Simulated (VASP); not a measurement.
Input of a VASP 6.6.1 run:

INCAR

```
PREC     = Accurate       # precision mode
ENCUT    = 520            # plane-wave cutoff, eV
EDIFF    = 1E-7           # SCF threshold, eV
ISMEAR   = 0              # smearing method
SIGMA    = 0.1            # smearing width, eV
LREAL    = False          # projectors in reciprocal space
LASPH    = True           # aspherical terms in the spheres
NELM     = 60             # most SCF steps
ALGO     = Fast           # electronic algorithm
ISIF     = 2              # what is computed and relaxed
LWAVE    = False          # write WAVECAR
LCHARG   = True           # write CHGCAR
GGA      = PE             # functional
LELF     = True           # ELF
LVHAR    = True         
ISYM     = 0            
NBANDS   = 13             # bands
```

Contents of KPOINTS:

```
regular mesh
0
Gamma
  11 7 33
```

File POSCAR:

```
W
1.0
    3.1835553857      0.0000000000      0.0000000000
   -1.5917776928      5.0336430380      0.0000000000
    1.5917776928     -2.0134572152      1.0067286076
W
1
Direct
    0.0000000000      0.0000000000      0.0000000000
```

Potentials or basis: VASP PAW PBE potentials, release 64 (W_sv).

Run with:

```console
$ cat potpaw_PBE.64/W_sv/POTCAR > POTCAR
$ mpirun -np 1 vasp_std > vasp.out
```

**Question.** Predict the band gap on the k mesh.

**Answer.** Zero (band 7 reaches 15.73 eV, above the bottom of band 8 at 9.99 eV).

**Question.** What does it give for the pressure?

**Answer.** 0.5 GPa.

Caveat: the k points lie up to 0.40 Å⁻¹ apart; spin-orbit coupling is left out, which moves the levels of the heavy elements.
